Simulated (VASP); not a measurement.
## Al2O3: single point with PBE

Al2O3:

```
Al O
1.0
     2.44610    1.41226    4.45020
    -2.44610    1.41226    4.45020
     0.00000   -2.82452    4.45020
Al O
4 6
Direct
  0.85213 0.85213 0.85213
  0.64787 0.64787 0.64787
  0.14787 0.14787 0.14787
  0.35213 0.35213 0.35213
  0.05616 0.44384 0.75000
  0.75000 0.05616 0.44384
  0.44384 0.75000 0.05616
  0.94384 0.55616 0.25000
  0.25000 0.94384 0.55616
  0.55616 0.25000 0.94384
```

* Program: VASP 6.6.1
* Task: single point
* Functional: PBE
* Potentials or basis: VASP PAW PBE potentials, release 64 (Al, O)
* Cutoff: 520 eV
* k mesh: 6 × 6 × 6
* Occupations: gaussian, width 0.05 eV
* Spin: no spin polarisation
* Dipole correction: no
* Further INCAR settings: ALGO = Normal; EDIFF = 1e-07; NBANDS = 35

- Pressure: -10.9 GPa
- Largest force: 0.048 eV/Å
- Band gap on the k mesh: 5.22 eV

Forces on the atoms (eV/Å):
```
Al   0.000  0.000  0.028
Al   0.000  0.000 -0.028
Al   0.000  0.000 -0.028
Al   0.000  0.000  0.028
O   -0.048  0.000  0.000
O    0.024 -0.042  0.000
O    0.024  0.042  0.000
O    0.048  0.000  0.000
O   -0.024  0.042  0.000
O   -0.024 -0.042  0.000
```

Stress tensor (GPa, compression positive):
```
-11.16   0.00   0.00
  0.00 -11.16   0.00
  0.00   0.00 -10.37
```

Levels at points of the mesh, in eV from the valence-band top:
```tsv
k point	band 22	band 23	band 24	band 25	band 26	band 27
(0.00, 0.00, 0.00)	-0.02	-0.02	0.00	5.22	8.51	9.72
(0.50, 0.00, 0.00)	-0.78	-0.21	-0.21	8.52	8.52	8.87
(0.50, 0.50, 0.00)	-0.81	-0.63	-0.20	8.70	9.05	9.20
(0.50, 0.50, 0.50)	-0.32	-0.32	-0.32	7.79	7.79	10.39
```

Run time: 4 min on 1 thread of Intel Xeon 8259CL, on a shared host, peak memory 0.26 GiB.

Caveat: the cell stands under tension. As with any semilocal functional, this PBE gap is likely too small.
